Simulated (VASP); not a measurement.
# BaCaF4 (R-3m) in VASP: further runs, part 3 of 3

VASP 6.6.1. Earlier steps stand in the parts before.

### Step 6. Relaxation of cell and atoms, PBE

This run uses another cell than the first one, of 16.34 Å³/atom.

INCAR reads:

```
SYSTEM = BaCaF4
PREC     = Accurate       ! precision mode
ENCUT    = 600            ! plane-wave cutoff, eV
EDIFF    = 1E-6           ! SCF threshold, eV
ISMEAR   = -1             ! smearing method
SIGMA    = 0.02           ! smearing width, eV
LREAL    = .False.        ! projectors in reciprocal space
LASPH    = .True.         ! aspherical terms in the spheres
NELM     = 60             ! most SCF steps
ALGO     = Normal         ! electronic algorithm
ISIF     = 3              ! what is computed and relaxed
LWAVE    = .False.        ! write WAVECAR
LCHARG   = .False.        ! write CHGCAR
GGA      = PE             ! functional
IBRION   = 2              ! ionic algorithm
NSW      = 80             ! ionic steps
EDIFFG   = -0.005         ! ionic threshold
```

KPOINTS reads:

```
regular mesh
0
Gamma
  6 6 6
  0 0 0
```

POSCAR reads:

```
BaCaF4
1.0
    2.0539350500      1.1858399500      6.7081237800
   -2.0539350500      1.1858399500      6.7081237800
    0.0000000000     -2.3716799100      6.7081237800
Ca F Ba
1 4 1
Direct
    0.0000000000      0.0000000000      0.0000000000
    0.1250000000      0.1250000000      0.1250000000
    0.3750000000      0.3750000000      0.3750000000
    0.6250000000      0.6250000000      0.6250000000
    0.8750000000      0.8750000000      0.8750000000
    0.5000000000      0.5000000000      0.5000000000
```

Potentials or basis: VASP PAW PBE potentials, release 64 (Ca_sv, F, Ba_sv).

On the command line:

```console
$ cat potpaw_PBE.64/Ca_sv/POTCAR potpaw_PBE.64/F/POTCAR potpaw_PBE.64/Ba_sv/POTCAR > POTCAR
$ mpirun -np 1 vasp_std > vasp.out
```

OUTCAR:

```text
SYSTEM = BaCaF4
   PREC = Accurate
   ENCUT = 600
   EDIFF = 1E-6
   ISMEAR = -1
   LREAL = .False.
   LASPH = .True.
   NELM = 60
   ISIF = 3
   GGA = PE
   IBRION = 2
   NSW = 80
   EDIFFG = -0.005

 ion  position               nearest neighbor table
   1  0.000  0.000  0.000-   4 2.52   3 2.52   5 2.52   2 2.52   4 2.52   4 2.52   3 2.52   3 2.52

   2  0.125  0.125  0.125-   6 2.52   1 2.52   6 2.52   6 2.52
   3  0.375  0.375  0.375-   1 2.52   6 2.52   1 2.52   1 2.52
   4  0.625  0.625  0.625-   1 2.52   6 2.52   1 2.52   1 2.52
   5  0.875  0.875  0.875-   6 2.52   1 2.52   6 2.52   6 2.52
   6  0.500  0.500  0.500-   2 2.52   5 2.52   4 2.52   3 2.52   2 2.52   2 2.52   5 2.52   5 2.52

  LATTYP: Found a trigonal (rhomboedric) cell.
 ALAT       =     7.1150397205
 COS(alpha) =     0.8333333333

  Lattice vectors:

 A1 = (   2.0539350500,   1.1858399500,   6.7081237800)
 A2 = (  -2.0539350500,   1.1858399500,   6.7081237800)
 A3 = (   0.0000000000,  -2.3716799100,   6.7081237800)

Analysis of symmetry for initial positions (statically):
=====================================================================
 Subroutine PRICEL returns:
 Original cell was already a primitive cell.

 Routine SETGRP: Setting up the symmetry group for a
 trigonal (rhombohedral) supercell.

 Subroutine GETGRP returns: Found 12 space group operations
 (whereof 12 operations were pure point group operations)
 out of a pool of 12 trial point group operations.

The static configuration has the point symmetry D_3d.

Analysis of symmetry for dynamics (positions and initial velocities):
=====================================================================
 Subroutine PRICEL returns:
 Original cell was already a primitive cell.

 Routine SETGRP: Setting up the symmetry group for a
 trigonal (rhombohedral) supercell.

 Subroutine GETGRP returns: Found 12 space group operations
 (whereof 12 operations were pure point group operations)
 out of a pool of 12 trial point group operations.

The dynamic configuration has the point symmetry D_3d.

 Subroutine INISYM returns: Found 12 space group operations
 (whereof 12 operations are pure point group operations),
 and found     1 'primitive' translations
[... 121 lines left out ...]
   IMIX   =      4    mixing-type and parameters
     AMIX     =   0.40;   BMIX     =  1.00
     AMIX_MAG =   1.60;   BMIX_MAG =  1.00
  volume/ion in A,a.u.               =      16.34       110.26
  Fermi-wavevector in a.u.,A,eV,Ry     =   1.290328  2.438367 22.652979  1.664947
  Thomas-Fermi vector in A             =   2.422167
   LORBIT       =      0    0 simple, 1 ext, 2 COOP (PROOUT), +10 PAW based schemes
   GGA     = PE    functional components
   LHFCALC =     F    Hartree Fock is set to
   AEXX    =    0.0000 exact exchange contribution
   IVDW    =     0    specifies the selected vdW correction
   LEPSILON=     F    determine dielectric tensor
   LRPA    =     F    only Hartree local field effects (RPA)
 conjugate gradient relaxation of ions
 non-spin polarized calculation
  energy-cutoff  :      600.00
  volume of cell :       98.03
 maximum number of plane-waves:      3292
 NGX is ok and might be reduce to    60
   NGX = 29   NGY = 29   NGZ = 29

--------------------------------------- Ionic step        1  -------------------------------------------

 number of electron      47.9999988 magnetization

 Free energy of the ion-electron system (eV)
  ---------------------------------------------------
  ext. energy  EPLUGINS =         0.00000000
  ---------------------------------------------------
  free energy    TOTEN  =       -33.55449358 eV

  energy without entropy =      -33.55449358  energy(sigma->0) =      -33.55449358

 E-fermi :  -0.9406     XC(G=0):  -9.1945

 val. band max:       -1.4056944425   @ k =  -0.3333   0.1667  -0.0000
 cond. band min:       5.2989736120   @ k =   0.0000   0.0000   0.0000
 fundamental gap:      6.7046680544
 Fermi energy:        -0.9406234023

 k-point     1 :       0.0000    0.0000    0.0000
  band No.  band energies     occupation
      1     -38.5851      2.00000
      2     -24.0031      2.00000
      3     -21.1961      2.00000
      4     -20.9821      2.00000
      5     -20.6484      2.00000
      6     -20.3741      2.00000
[... 848 lines left out ...]
  FREE ENERGIE OF THE ION-ELECTRON SYSTEM (eV)
  ---------------------------------------------------
  free  energy   TOTEN  =       -33.9436086224 eV

  energy  without entropy=      -33.9436086224  energy(sigma->0) =      -33.94360862

[... ionic steps 4 to 7 ...]

--------------------------------------- Ionic step        8  -------------------------------------------

 number of electron      48.0000000 magnetization

------------------------ aborting loop because EDIFF is reached ----------------------------------------
[... 75 lines left out ...]
--------------------------------------- Ionic step       10  -------------------------------------------

 number of electron      48.0000000 magnetization

 Free energy of the ion-electron system (eV)
  ---------------------------------------------------
  ext. energy  EPLUGINS =         0.00000000
  ---------------------------------------------------
  free energy    TOTEN  =       -34.12473923 eV

  energy without entropy =      -34.12473923  energy(sigma->0) =      -34.12473923

 E-fermi :  -0.8434     XC(G=0):  -8.9460

 val. band max:       -1.3131548118   @ k =   0.5000   0.5000  -0.0000
 cond. band min:       4.9789026370   @ k =   0.0000   0.0000   0.0000
 fundamental gap:      6.2920574487
 Fermi energy:        -0.8433535687

 k-point     1 :       0.0000    0.0000    0.0000
  band No.  band energies     occupation
      1     -38.0838      2.00000
      2     -25.0621      2.00000
      3     -21.6737      2.00000
      4     -21.2818      2.00000
      5     -20.6063      2.00000
      6     -20.2958      2.00000
[... 768 lines left out ...]
  FREE ENERGIE OF THE ION-ELECTRON SYSTEM (eV)
  ---------------------------------------------------
  free  energy   TOTEN  =       -34.1247392293 eV

  energy  without entropy=      -34.1247392293  energy(sigma->0) =      -34.12473923

 reached required accuracy - stopping structural energy minimisation
```

OSZICAR:

```text
N       E                     dE             d eps       ncg     rms          rms(c)
DAV:   1     0.488295640511E+03    0.48830E+03   -0.28174E+04  1792   0.186E+03
DAV:   2    -0.484434734814E+01   -0.49314E+03   -0.48158E+03  2444   0.428E+02
DAV:   3    -0.353054731105E+02   -0.30461E+02   -0.30367E+02  2024   0.119E+02
DAV:   4    -0.368489318162E+02   -0.15435E+01   -0.15423E+01  3060   0.206E+01
[... 104 lines left out ...]
DAV:   1    -0.341247838891E+02   -0.65375E-04   -0.13392E-02  1792   0.866E-01    0.589E-02
DAV:   2    -0.341247496613E+02    0.34228E-04   -0.38877E-04  2044   0.138E-01    0.198E-02
DAV:   3    -0.341247420348E+02    0.76266E-05   -0.14910E-05  2212   0.304E-02    0.874E-03
DAV:   4    -0.341247395578E+02    0.24770E-05   -0.89758E-06  2460   0.231E-02    0.310E-03
DAV:   5    -0.341247392293E+02    0.32850E-06   -0.94279E-07  1276   0.765E-03
  10 F= -.34124739E+02 E0= -.34124739E+02  d E =-.206548E-04
```

It took 14 min on 1 thread of Intel Xeon 6975P-C (Granite Rapids), shared host; peak memory 0.63 GiB.

What came out:

```
Free energy                           : -34.1247 eV
Relaxed volume                        : 17.28 Å³/atom
Relaxed cell                          : a = 7.187 Å, b = 7.187 Å, c = 7.187 Å, α = 34.04°, β = 34.04°, γ = 34.04°
Space group after relaxing (to 0.1 Å) : R-3m (No. 166)
Energy gained by relaxing             : 95.0 meV/atom
Ionic steps                           : 10
Pressure after relaxing               : 0.0 GPa
Largest force after relaxing          : 0.004 eV/Å
Band gap on the k mesh                : 6.29 eV (least direct gap 6.49 eV)
```

Forces in eV/Å, atoms in the order of the input:
```
Ca   0.000  0.000  0.000
F    0.000  0.000  0.004
F    0.000  0.000  0.001
F    0.000  0.000 -0.001
F    0.000  0.000 -0.004
Ba   0.000  0.000  0.000
```

Step by step:
```tsv
step	energy change (eV)	largest force (eV/Å)	pressure (GPa)	volume (Å³)
1	0.0000	1.3289	6.65	98.03
2	-0.3845	0.7079	-1.40	107.98
3	-0.3891	0.6439	-2.13	109.24
4	-0.4885	0.4850	-1.39	107.02
5	-0.5674	0.0192	0.74	102.49
6	-0.5687	0.0621	0.42	103.05
7	-0.5687	0.0452	0.49	102.93
8	-0.5702	0.0196	-0.07	103.79
9	-0.5702	0.0078	0.03	103.63
10	-0.5702	0.0037	0.02	103.67
```

Final structure:
```cif
data_structure
_symmetry_space_group_name_H-M 'P 1'
_symmetry_Int_Tables_number 1
_cell_length_a 7.1867
_cell_length_b 7.1867
_cell_length_c 7.1867
_cell_angle_alpha 34.037
_cell_angle_beta 34.037
_cell_angle_gamma 34.037
_cell_volume 103.67
loop_
_atom_site_label
_atom_site_type_symbol
_atom_site_fract_x
_atom_site_fract_y
_atom_site_fract_z
_atom_site_occupancy
Ca1 Ca 0.00000 0.00000 0.00000 1
F1 F 0.11533 0.11533 0.11533 1
F2 F 0.36664 0.36664 0.36664 1
F3 F 0.63336 0.63336 0.63336 1
F4 F 0.88467 0.88467 0.88467 1
Ba1 Ba 0.50000 0.50000 0.50000 1
```

Caveat: spin-orbit coupling is left out, which moves the levels of the heavy elements.

### Step 7. The runs side by side

```csv
task,level,cell,k mesh,cutoff (eV),gap on the mesh (eV),pressure (GPa),largest force (eV/Å)
single point,PBEsol,"a = 7.050 Å, angles 34.0°, 6 atoms, atomic positions A",6 × 6 × 6,520,6.47,1.0,0.07
single point,PBE,"a = 7.161 Å, angles 34.0°, 6 atoms, atomic positions A",6 × 6 × 6,520,6.38,0.8,0.06
single point,r2SCAN,"a = 7.103 Å, angles 33.9°, 6 atoms, atomic positions A",6 × 6 × 6,520,7.11,0.9,0.05
single point,PBE,"a = 7.103 Å, angles 33.9°, 6 atoms, atomic positions A",8 × 8 × 8,520,6.50,3.1,0.02
relaxation of cell and atoms,PBE,"relaxed from a = 7.115 Å, angles 33.6°, 6 atoms, atomic positions B",6 × 6 × 6,600,6.29,0.0,-
```

Alike in all rows: potentials or basis VASP PAW PBE potentials, release 64 (Ca_sv, F, Ba_sv); no spin polarisation; smearing fermi-dirac 0.02 eV.

Caveats: spin-orbit coupling is left out, which moves the levels of the heavy elements; the PAW data sets were made with another functional, which shifts forces and pressure a little (at least some runs); the cell stands under pressure (at least some runs).

Total energies depend on the potentials used, so only differences within one code and one set of settings carry meaning.
